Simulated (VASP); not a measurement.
Input of a VASP 6.6.1 run:

INCAR

```
ALGO = Normal
EDIFF = 1E-6
ENCUT = 500
GGA = PE
GGA_COMPAT = False
ISIF = 2
ISMEAR = 0
LASPH = True
LCHARG = True
LELF = True
LMAXMIX = 6
LREAL = False
LVHAR = True
LWAVE = False
NBANDS = 30
NELM = 200
PREC = Accurate
SIGMA = 0.1
```

KPOINTS

```
k-points
0
Gamma
  4 4 4
```

Contents of POSCAR:

```
Na4TmSb
1.0
    0.0000000000      4.4304922474      4.4304922474
    4.4304922474      0.0000000000      4.4304922474
    4.4304922474      4.4304922474      0.0000000000
Na Tm Sb
4 1 1
Direct
    0.6247915892      0.1256252323      0.6247915892
    0.6247915892      0.6247915892      0.1256252323
    0.6247915892      0.6247915892      0.6247915892
    0.1256252323      0.6247915892      0.6247915892
    0.0000000000      0.0000000000      0.0000000000
    0.2500000000      0.2500000000      0.2500000000
```

Potentials or basis: VASP PAW PBE potentials, release 64 (Na_pv, Tm_3, Sb), 4f in core.

The run is started by

```sh
$ cat potpaw_PBE.64/Na_pv/POTCAR potpaw_PBE.64/Tm_3/POTCAR potpaw_PBE.64/Sb/POTCAR > POTCAR
$ mpirun -np 1 vasp_std > vasp.out
```

Question: Predict the pressure.

Answer: 0.1 GPa.

Question: What does it give for the band gap on the k mesh?

Answer: Zero (bands 21 and 22 overlap by 0.63 eV).

Forces in eV/Å, atoms in the order of the input:
```
Na  -0.007  0.007 -0.007
Na  -0.007 -0.007  0.007
Na   0.007  0.007  0.007
Na   0.007 -0.007 -0.007
Tm   0.000  0.000  0.000
Sb   0.000  0.000  0.000
```

Caveat: spin-orbit coupling is left out, which moves the levels of the heavy elements; the 4f electrons are frozen in the core, so they carry no moment and show no levels. Spin polarisation is off, so any magnetic state and its effect on volume and gap are missing.
